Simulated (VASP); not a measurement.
A run of VASP 6.6.1 is set up as follows.

File INCAR:

```
PREC = Accurate
ENCUT = 520
EDIFF = 1E-8
ISMEAR = -1
SIGMA = 0.03
LREAL = F
LASPH = T
NELM = 60
ALGO = Normal
ISIF = 2
LWAVE = F
LCHARG = F
LEFG = T
NBANDS = 24
```

Contents of KPOINTS:

```
regular mesh
0
Gamma
  9 9 5
```

POSCAR

```
TaN
1.0
    3.0295306677      0.0000000000      0.0000000000
   -1.5147653339      2.6236505199      0.0000000000
    0.0000000000      0.0000000000      4.9068446386
Ta N
2 2
Direct
    0.3333333333      0.6666666667      0.0000000000
    0.6666666667      0.3333333333      0.5000000000
    0.3333333333      0.6666666667      0.3850000000
    0.6666666667      0.3333333333      0.8850000000
```

Potentials or basis: VASP PAW LDA potentials, release 64 (Ta_pv, N).

Command:

```sh
$ cat potpaw_LDA.64/Ta_pv/POTCAR potpaw_LDA.64/N/POTCAR > POTCAR
$ mpirun -np 1 vasp_std > vasp.out
```

Problem. Predict the largest force.

Solution. 2.293 eV/Å.

Problem. Estimate the pressure.

Solution. 137.2 GPa.

Problem. Predict the band gap on the k mesh.

Solution. Zero (band 16 reaches 10.41 eV, above the bottom of band 17 at 8.17 eV).

Stress tensor (GPa, compression positive):
```
146.53   0.00   0.00
  0.00 146.53   0.00
  0.00   0.00 118.53
```

Caveat: without QUAD_EFG the Cq values of the log hold for a quadrupole moment of 1 mb, not for the nuclei; spin-orbit coupling is left out, which moves the levels of the heavy elements; forces of over 1 eV/Å act on the atoms, so gaps and moduli don't describe the material at rest.
